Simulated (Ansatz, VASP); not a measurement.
PtSe2 in VASP and in Ansatz

Contents of INCAR:

```
PREC     = Accurate       # precision mode
ENCUT    = 520            # plane-wave cutoff, eV
EDIFF    = 1E-7           # SCF threshold, eV
ISMEAR   = 0              # smearing method
SIGMA    = 0.15           # smearing width, eV
LREAL    = False          # projectors in reciprocal space
LASPH    = True           # aspherical terms in the spheres
NELM     = 60             # most SCF steps
ALGO     = Normal         # electronic algorithm
ISIF     = 2              # what is computed and relaxed
LWAVE    = False          # write WAVECAR
LCHARG   = False          # write CHGCAR
GGA      = PE             # functional
IVDW     = 12             # dispersion correction
NBANDS   = 18             # bands
```

The input KPOINTS:

```
regular mesh
0
Gamma
  12 12 10
```

Contents of POSCAR:

```
PtSe2
1.0
    3.7240006046      0.0000000000      0.0000000000
   -1.8620003023      3.2250791273      0.0000000000
    0.0000000000      0.0000000000      5.0620000000
Pt Se
1 2
Direct
    0.0000000000      0.0000000000      0.0000000000
    0.3193801873      0.6387603746      0.2500000000
    0.6806198127      0.3612396254      0.7500000000
```

Input for Ansatz:

```yaml
crystal:
  lattice:
    - [3.7240006046, 0.0, 0.0]
    - [-1.8620003023, 3.2250791273, 0.0]
    - [0.0, 0.0, 5.062]
  atoms:
    - { symbol: Pt, position: [0.0, 0.0, 0.0] }
    - { symbol: Se, position: [0.3193801873, 0.6387603746, 0.25] }
    - { symbol: Se, position: [0.6806198127, 0.3612396254, 0.75] }
basis:
  ecutwfc: 420
kpoints:
  mp_grid: { grid: [12, 12, 10] }
hamiltonian:
  xc: pbe
  dispersion: d3bj
scf:
  occupations: { method: gaussian, width: 0.15 }
output:
  forces: true
  stress: true
  eigenvalues: true
```

Change from the starting cell: mode 4 (178.8 1/cm) frozen in, largest displacement -0.090 Å.

Alike in both runs: task single point; functional PBE; dispersion D3(BJ); k mesh 12 × 12 × 10; occupations gaussian, width 0.15 eV; no spin polarisation.

```csv
,VASP,Ansatz
version,VASP 6.6.1,Ansatz 0.2.0
potentials or method,"VASP PAW PBE potentials, release 64 (Pt, Se), cutoff 520 eV","scalar-relativistic, plane waves, PAW"
valence electrons in the cell,22,50
```

|  | VASP | Ansatz | Ansatz less VASP |
| --- | --- | --- | --- |
| gap on the k mesh at the Fermi level (eV) | none | none | - |
| pressure (GPa) | 4.2 | 4.2 | +0.01 |
| traceless stress, the component that is largest in VASP (GPa) | 5.55 | 5.53 | -0.013 |
| rms of the force components (eV/Å) | 0.558 | 0.555 | -0.0022 |

Atom by atom the forces differ by 0.003 eV/Å (rms over components). A gap of «none» marks a metal or a gap that the smearing closes. VASP's potentials hold 22 valence electrons a cell and Ansatz's 50, so a difference there can come from the potentials and not from the codes.

Neither program's run includes spin-orbit coupling.
